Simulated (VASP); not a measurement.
Wanted: the native input for a VASP 6.6.1 run.

| Item | Value |
| --- | --- |
| Task | single point |
| Functional | revPBE |
| Potentials or basis | VASP PAW PBE potentials, release 64 (Rh_pv) |
| Cutoff | 500 eV |
| k mesh | 6 × 3 × 1 |
| Occupations | gaussian, width 0.1 eV |
| Spin | no spin polarisation |
| Dipole correction | no |
| Further INCAR settings | ALGO = Normal; EDIFF = 1e-06; NBANDS = 22; ISYM = 0 |

The structure of Rh lies in POSCAR:

```
Rh
1.0
    2.7309790422      0.0000000000      0.0000000000
   -1.3654895211      2.3650972278      0.0000000000
    0.0000000000      0.0000000000      4.4284890000
Rh
2
Direct
    0.6666666667      0.3333333333      0.7500000000
    0.3333333333      0.6666666667      0.2500000000
```

These files were run (other wordings do the same):

INCAR

```
SYSTEM = Rh
PREC = Accurate
ENCUT = 500
EDIFF = 1E-6
ISMEAR = 0
SIGMA = 0.1
LREAL = .False.
LASPH = .True.
NELM = 120
ALGO = Normal
ISIF = 2
LWAVE = .False.
LCHARG = .False.
GGA = RE
NBANDS = 22
ISYM = 0
GGA_COMPAT = .False.
```

KPOINTS

```
Automatic mesh
0
Gamma
  6 3 1
  0 0 0
```

Potentials or basis: VASP PAW PBE potentials, release 64 (Rh_pv).

Launch:

```sh
$ cat potpaw_PBE.64/Rh_pv/POTCAR > POTCAR
$ mpirun -np 1 vasp_std > vasp.out
```

Results of the run:

```yaml
Pressure: 1.1 GPa
Largest_force: 0.160 eV/Å
Band_gap_on_the_k_mesh: zero (band 15 reaches 11.91 eV, above the bottom of band 16 at 9.76 eV)
```

Caveat: the k points lie up to 1.42 Å⁻¹ apart; the PAW data sets were made with another functional, which shifts forces and pressure a little.

Run time: 9.7 s on 1 thread of Intel Xeon 8259CL, with other jobs on the host, peak memory 0.13 GiB.
